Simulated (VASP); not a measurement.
# Ti2B2Os (P4/mmm) in VASP: notebook

Ti2B2Os is run at these levels: PBE; tasks: single point, relaxation of cell and atoms.

Everything below comes from runs of VASP 6.6.1. Logs are shortened: lines on timing, memory, paths and dates and some standing lists are left out, and cuts for length are marked.

## 1. The cell of the first run

It takes space group P4/mmm (No. 123, tetragonal). Conventional cell: a = 3.325 Å, b = 3.325 Å, c = 5.956 Å, α = 90.00°, β = 90.00°, γ = 90.00°. Ti (site symmetry mmm) has 4 B at 1.78 Å and 4 Ti at 2.35 Å within 2.4 Å. B (site symmetry 4mm) has 1 B at 1.28 Å within 1.7 Å. Os (site symmetry 4/mmm) has 2 B at 2.34 Å within 3.1 Å.

## 2. Single point, PBE

Input file INCAR:

```
SYSTEM = Ti2B2Os
  PREC = Accurate
  ENCUT = 520
  EDIFF = 1E-6
  ISMEAR = 0
  SIGMA = 0.1
  LREAL = .False.
  LASPH = .True.
  NELM = 100
  ALGO = Normal
  ISIF = 2
  LWAVE = .False.
  LCHARG = .False.
  GGA = PE
  NBANDS = 27
```

Input file KPOINTS:

```
regular mesh
0
Gamma
  6 6 4
  0 0 0
```

Input file POSCAR:

```
Ti2B2Os
1.0
    3.3253943400      0.0000000000      0.0000000000
    0.0000000000      3.3253943400      0.0000000000
    0.0000000000      0.0000000000      5.9558396800
Ti B Os
2 2 1
Direct
    0.0000000000      0.5000000000      0.5000000000
    0.5000000000      0.0000000000      0.5000000000
    0.0000000000      0.0000000000      0.3925172800
    0.0000000000      0.0000000000      0.6074827200
    0.0000000000      0.0000000000      0.0000000000
```

Potentials or basis: VASP PAW PBE potentials, release 64 (Ti_sv, B, Os).

On the command line:

```bash
$ cat potpaw_PBE.64/Ti_sv/POTCAR potpaw_PBE.64/B/POTCAR potpaw_PBE.64/Os/POTCAR > POTCAR
$ mpirun -np 1 vasp_std > vasp.out
```

OUTCAR:

```text
SYSTEM = Ti2B2Os
   PREC = Accurate
   ENCUT = 520
   EDIFF = 1E-6
   ISMEAR = 0
   LREAL = .False.
   LASPH = .True.
   NELM = 100
   ISIF = 2
   GGA = PE

 ion  position               nearest neighbor table
   1  0.000  0.500  0.500-   3 1.78   4 1.78   3 1.78   4 1.78   2 2.35   2 2.35   2 2.35   2 2.35

   2  0.500  0.000  0.500-   3 1.78   4 1.78   3 1.78   4 1.78   1 2.35   1 2.35   1 2.35   1 2.35

   3  0.000  0.000  0.393-   4 1.28   2 1.78   1 1.78   1 1.78   2 1.78   5 2.34
   4  0.000  0.000  0.607-   3 1.28   2 1.78   1 1.78   1 1.78   2 1.78   5 2.34
   5  0.000  0.000  0.000-   3 2.34   4 2.34

  LATTYP: Found a simple tetragonal cell.
 ALAT       =     3.3253943400
 C/A-ratio  =     1.7910175670

  Lattice vectors:

 A1 = (   3.3253943400,   0.0000000000,   0.0000000000)
 A2 = (   0.0000000000,   3.3253943400,   0.0000000000)
 A3 = (   0.0000000000,   0.0000000000,   5.9558396800)

Analysis of symmetry for initial positions (statically):
=====================================================================
 Subroutine PRICEL returns:
 Original cell was already a primitive cell.

 Routine SETGRP: Setting up the symmetry group for a
 simple tetragonal supercell.

 Subroutine GETGRP returns: Found 16 space group operations
 (whereof 16 operations were pure point group operations)
 out of a pool of 16 trial point group operations.

The static configuration has the point symmetry D_4h.

Analysis of symmetry for dynamics (positions and initial velocities):
=====================================================================
 Subroutine PRICEL returns:
 Original cell was already a primitive cell.

 Routine SETGRP: Setting up the symmetry group for a
 simple tetragonal supercell.

 Subroutine GETGRP returns: Found 16 space group operations
 (whereof 16 operations were pure point group operations)
 out of a pool of 16 trial point group operations.

The dynamic configuration has the point symmetry D_4h.

 Subroutine INISYM returns: Found 16 space group operations
 (whereof 16 operations are pure point group operations),
 and found     1 'primitive' translations

----------------------------------------------------------------------------------------

                                     Primitive cell

  volume of cell :      65.8611

  direct lattice vectors                    reciprocal lattice vectors
[... 89 lines left out ...]
   LSORBIT =      F    spin-orbit coupling
   LASPH  =      T    aspherical Exc in radial PAW
   ENCUT  =  520.0 eV  38.22 Ry    6.18 a.u.   6.18  6.18 11.07*2*pi/ulx,y,z
   NELM   =    100;   NELMIN=  2; NELMDL= -5     # of ELM steps
   EDIFF  = 0.1E-05   stopping-criterion for ELM
   LREAL  =      F    real-space projection
   EDIFFG = 0.1E-04   stopping-criterion for IOM
   NSW    =      0    number of steps for IOM
   IBRION =     -1    ionic relax: 0-MD 1-quasi-New 2-CG
   NFREE  =      0    steps in history (QN), initial steepest desc. (CG)
   ISIF   =      2    stress and relaxation
   ISYM   =      2    0-nonsym 1-usesym 2-fastsym
   POTIM  = 0.5000    time-step for ionic-motion
   TEBEG  =    0.0;   TEEND  =   0.0 temperature during run
   PSTRESS=    0.0 pullay stress
   NELECT =      38.0000    total number of electrons
   NUPDOWN=      -1.0000    fix difference up-down
   EMIN   =  10.00;   EMAX   =-10.00  energy-range for DOS
   EFERMI =   0.00;   METHOD = LEGACY
   ISMEAR =     0;   SIGMA  =   0.10  broadening in eV -4-tet -1-fermi 0-gaus
   EFERMI_NEDOS =   21; number of points for ismear=-14 and -15
   IALGO  =     38    algorithm
   IMIX   =      4    mixing-type and parameters
     AMIX     =   0.40;   BMIX     =  1.00
     AMIX_MAG =   1.60;   BMIX_MAG =  1.00
  volume/ion in A,a.u.               =      13.17        88.89
  Fermi-wavevector in a.u.,A,eV,Ry     =   1.362886  2.575481 25.272261  1.857459
  Thomas-Fermi vector in A             =   2.489337
   LORBIT       =      0    0 simple, 1 ext, 2 COOP (PROOUT), +10 PAW based schemes
   GGA     = PE    functional components
   LHFCALC =     F    Hartree Fock is set to
   AEXX    =    0.0000 exact exchange contribution
   IVDW    =     0    specifies the selected vdW correction
   LEPSILON=     F    determine dielectric tensor
   LRPA    =     F    only Hartree local field effects (RPA)
 non-spin polarized calculation
 Gauss-broadening in eV      SIGMA  =   0.10
  energy-cutoff  :      520.00
  volume of cell :       65.86
 maximum number of plane-waves:      1800
 NGX is ok and might be reduce to    28
   NGX = 13   NGY = 13   NGZ = 23

 number of electron      37.9999999 magnetization

 Free energy of the ion-electron system (eV)
  ---------------------------------------------------
  ext. energy  EPLUGINS =         0.00000000
  ---------------------------------------------------
  free energy    TOTEN  =       -22.21934431 eV

  energy without entropy =      -22.18761820  energy(sigma->0) =      -22.20348126

 E-fermi :   6.1671     XC(G=0): -11.3863

 val. band max:        6.1563856204   @ k =   0.1667   0.1667   0.5000
 cond. band min:       6.1706541016   @ k =   0.3333   0.0000   0.2500
 fundamental gap:      0.0142684812
 Fermi energy:         6.1670679028

 k-point     1 :       0.0000    0.0000    0.0000
  band No.  band energies     occupation
      1     -49.9620      2.00000
      2     -49.0659      2.00000
      3     -27.4182      2.00000
      4     -27.4182      2.00000
      5     -26.1049      2.00000
      6     -25.4163      2.00000
[... 709 lines left out ...]
     26       8.9530      0.00000
     27       9.5262      0.00000

 [... further k-points ...]
[... 5 lines left out ...]
  --------------------------------------------------------------------------------------
  -------------------------------------------------------------------------------------
  Total       47.9318373     47.9318373      9.2494038      0.0000000      0.0000000      0.0000000
  in kB     1166.0182653   1166.0182653    225.0064766      0.0000000      0.0000000      0.0000000
  external PRESSURE =     852.3476691 kB  Pullay stress =       0.0000000 kB

 VOLUME and BASIS-vectors are now :
 -----------------------------------------------------------------------------
  energy-cutoff  :      520.00
  volume of cell :       65.86
      direct lattice vectors                 reciprocal lattice vectors
     3.325394340  0.000000000  0.000000000     0.300716215  0.000000000  0.000000000
     0.000000000  3.325394340  0.000000000     0.000000000  0.300716215  0.000000000
     0.000000000  0.000000000  5.955839680     0.000000000  0.000000000  0.167902438

 POSITION                                       TOTAL-FORCE (eV/Angst)
 -----------------------------------------------------------------------------------
      0.00000      1.66270      2.97792         0.000000     -0.000000      0.000000
      1.66270      0.00000      2.97792         0.000000     -0.000000      0.000000
      0.00000      0.00000      2.33777         0.000000      0.000000    -23.393673
      0.00000      0.00000      3.61807        -0.000000     -0.000000     23.393673
      0.00000      0.00000      0.00000         0.000000     -0.000000      0.000000
 -----------------------------------------------------------------------------------
    total drift:                                0.000000      0.000000      0.000000

  FREE ENERGIE OF THE ION-ELECTRON SYSTEM (eV)
  ---------------------------------------------------
  free  energy   TOTEN  =       -22.2193443148 eV

  energy  without entropy=      -22.1876181982  energy(sigma->0) =      -22.20348126
```

OSZICAR:

```text
N       E                     dE             d eps       ncg     rms          rms(c)
DAV:   1     0.471312706936E+03    0.47131E+03   -0.19665E+04  1692   0.160E+03
DAV:   2     0.112290134732E+02   -0.46008E+03   -0.44614E+03  1648   0.495E+02
DAV:   3    -0.476530728431E+02   -0.58882E+02   -0.57581E+02  2849   0.161E+02
DAV:   4    -0.525880279431E+02   -0.49350E+01   -0.49005E+01  2327   0.423E+01
[... 10 lines left out ...]
DAV:  15    -0.222193523692E+02    0.87939E-03   -0.29787E-03  2509   0.273E-01    0.833E-02
DAV:  16    -0.222193467567E+02    0.56125E-05   -0.12731E-04  1929   0.617E-02    0.301E-02
DAV:  17    -0.222193454713E+02    0.12854E-05   -0.83453E-06  1913   0.164E-02    0.175E-02
DAV:  18    -0.222193442452E+02    0.12262E-05   -0.32124E-06  1421   0.103E-02    0.347E-03
DAV:  19    -0.222193443148E+02   -0.69618E-07   -0.95167E-07   864   0.511E-03
   1 F= -.22219344E+02 E0= -.22203481E+02  d E =-.317261E-01
```

Wall time 34 s (1 thread of Intel Xeon 6975P-C (Granite Rapids), shared host); peak memory 0.21 GiB.

Results:

```
Free energy            : -22.2193 eV
Pressure               : 85.2 GPa
Largest force          : 23.394 eV/Å
Band gap on the k mesh : zero (band 19 reaches 7.39 eV, above the bottom of band 20 at 5.87 eV)
```

Forces in eV/Å, atoms in the order of the input:
```
Ti    0.000   0.000   0.000
Ti    0.000   0.000   0.000
B     0.000   0.000 -23.394
B     0.000   0.000  23.394
Os    0.000   0.000   0.000
```

Caveat: spin-orbit coupling is left out, which moves the levels of the heavy elements; forces of over 1 eV/Å act on the atoms, so gaps and moduli don't describe the material at rest.

[end of part 1 of 2]
